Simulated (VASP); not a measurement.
Input of a VASP 6.6.1 run:

INCAR

```
SYSTEM = La3Hf2O3
ALGO     = Normal         ! electronic algorithm
EDIFF    = 1E-6           ! SCF threshold, eV
EDIFFG   = -0.08          ! ionic threshold
ENCUT    = 600            ! plane-wave cutoff, eV
GGA      = PE             ! functional
IBRION   = 2              ! ionic algorithm
ISIF     = 3              ! what is computed and relaxed
ISMEAR   = 0              ! smearing method
LASPH    = .True.         ! aspherical terms in the spheres
LCHARG   = .False.        ! write CHGCAR
LREAL    = .False.        ! projectors in reciprocal space
LWAVE    = .False.        ! write WAVECAR
NELM     = 60             ! most SCF steps
NSW      = 36             ! ionic steps
PREC     = Accurate       ! precision mode
SIGMA    = 0.2            ! smearing width, eV
```

The input KPOINTS:

```
k-points
0
Gamma
  4 4 2
  0 0 0
```

File POSCAR:

```
La3Hf2O3
1.0
    4.7451303400      0.0000000000      0.0000000000
   -2.3725651700      4.1094034200      0.0000000000
    0.0000000000      0.0000000000      7.9313441000
La Hf O
3 2 3
Direct
    0.0000000000      0.0000000000      0.8250996900
    0.0000000000      0.0000000000      0.1749003100
    0.0000000000      0.0000000000      0.5000000000
    0.3333333300      0.6666666700      0.0000000000
    0.6666666700      0.3333333300      0.0000000000
    0.5000000000      0.0000000000      0.0000000000
    0.0000000000      0.5000000000      0.0000000000
    0.5000000000      0.5000000000      0.0000000000
```

Potentials or basis: VASP PAW PBE potentials, release 64 (La, Hf_pv, O).

Command:

```console
$ cat potpaw_PBE.64/La/POTCAR potpaw_PBE.64/Hf_pv/POTCAR potpaw_PBE.64/O/POTCAR > POTCAR
$ mpirun -np 1 vasp_std > vasp.out
```

Q: What does it give for the space group after relaxing (to 0.1 Å)?

A: P6/mmm (No. 191).

Q: What does it give for the relaxed volume?

A: 40.76 Å³/atom.

Q: What does it give for the relaxed cell?

A: a = 6.574 Å, b = 6.574 Å, c = 8.711 Å, α = 90.00°, β = 90.00°, γ = 120.00°.

Q: What does it give for the band gap on the k mesh?

A: Zero (an odd number of electrons rules out a gap without spin polarisation).

Forces on the atoms (eV/Å):
```
La   0.000  0.000  0.020
La   0.000  0.000 -0.020
La   0.000  0.000  0.000
Hf   0.000  0.000  0.000
Hf   0.000  0.000  0.000
O    0.000  0.000  0.000
O    0.000  0.000  0.000
O    0.000  0.000  0.000
```

Caveat: the k points lie up to 0.36 Å⁻¹ apart in the final cell, too coarse for converged energies and pressures of a metal; the volume moved by over 15 % at a fixed basis, so the end points are rough; spin-orbit coupling is left out, which moves the levels of the heavy elements; an odd number of electrons without spin polarisation forces a metal; a magnetic or distorted state may lie lower.
